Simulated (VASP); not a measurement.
Wanted: the native input for a VASP 6.6.1 run.

* Task: single point
* Functional: HSE06
* Potentials or basis: VASP PAW PBE potentials, release 64 (Ag, Rh_pv)
* Cutoff: 520 eV
* k mesh: 6 × 6 × 3
* Occupations: fermi-dirac, width 0.05 eV
* Spin: no spin polarisation
* Dipole correction: no
* Grid for exact exchange (PRECFOCK): Normal
* Further INCAR settings: ALGO = Normal; EDIFF = 1e-07; NBANDS = 20
* Share of exact exchange: 0.25
* Screening parameter: 0.2079 1/Å

AgRh:

```
Ag Rh
1.0
     2.72854    0.00000    0.00000
    -1.36427    2.36299    0.00000
     0.00000    0.00000    4.77487
Ag Rh
1 1
Direct
  0.00000 0.00000 0.50000
  0.66667 0.33333 0.00000
```

These files were run (other wordings do the same):

POSCAR

```
AgRh
1.0
    2.7285421667      0.0000000000      0.0000000000
   -1.3642710833      2.3629868316      0.0000000000
    0.0000000000      0.0000000000      4.7748653348
Ag Rh
1 1
Direct
    0.0000000000      0.0000000000      0.5000000000
    0.6666666667      0.3333333333      0.0000000000
```

INCAR.step1

```
PREC     = Accurate       # precision mode
ENCUT    = 520            # plane-wave cutoff, eV
EDIFF    = 1E-5           # SCF threshold, eV
ISMEAR   = -1             # smearing method
SIGMA    = 0.05           # smearing width, eV
LREAL    = False          # projectors in reciprocal space
LASPH    = True           # aspherical terms in the spheres
NELM     = 100            # most SCF steps
ALGO     = Normal         # electronic algorithm
ISIF     = 2              # what is computed and relaxed
LWAVE    = True           # write WAVECAR
GGA      = PE             # functional
NBANDS   = 20             # bands
```

INCAR.step2

```
PREC     = Accurate       # precision mode
ENCUT    = 520            # plane-wave cutoff, eV
EDIFF    = 1E-7           # SCF threshold, eV
ISMEAR   = -1             # smearing method
SIGMA    = 0.05           # smearing width, eV
LREAL    = False          # projectors in reciprocal space
LASPH    = True           # aspherical terms in the spheres
NELM     = 100            # most SCF steps
ALGO     = Normal         # electronic algorithm
ISIF     = 2              # what is computed and relaxed
LWAVE    = False          # write WAVECAR
LCHARG   = True           # write CHGCAR
GGA      = PE             # functional
LHFCALC  = True           # exact exchange
HFSCREEN = 0.2079         # screening, 1/A
PRECFOCK = Normal       
LELF     = True           # ELF
LVHAR    = True         
ISTART   = 1            
NBANDS   = 20             # bands
```

KPOINTS

```
regular mesh
0
Gamma
  6 6 3
```

Potentials or basis: VASP PAW PBE potentials, release 64 (Ag, Rh_pv).

The run is started by

```bash
$ cat potpaw_PBE.64/Ag/POTCAR potpaw_PBE.64/Rh_pv/POTCAR > POTCAR
$ cp INCAR.step1 INCAR
$ mpirun -np 1 vasp_std > vasp.out
$ cp INCAR.step2 INCAR
$ mpirun -np 1 vasp_std > vasp.out
```

Results of the run:

```json
{
 "Pressure": "0.2 GPa",
 "Band gap on the k mesh": "zero (bands 13 and 14 overlap by 1.75 eV)"
}
```

Caveat: the k points lie up to 0.44 Å⁻¹ apart, too coarse for converged energies and pressures of a metal; the PAW data sets were made with another functional, which shifts forces and pressure a little.

Wall time 25 min on 1 thread of AMD EPYC 7R13 Processor (Zen 3), with other jobs on the host, peak memory 0.23 GiB.
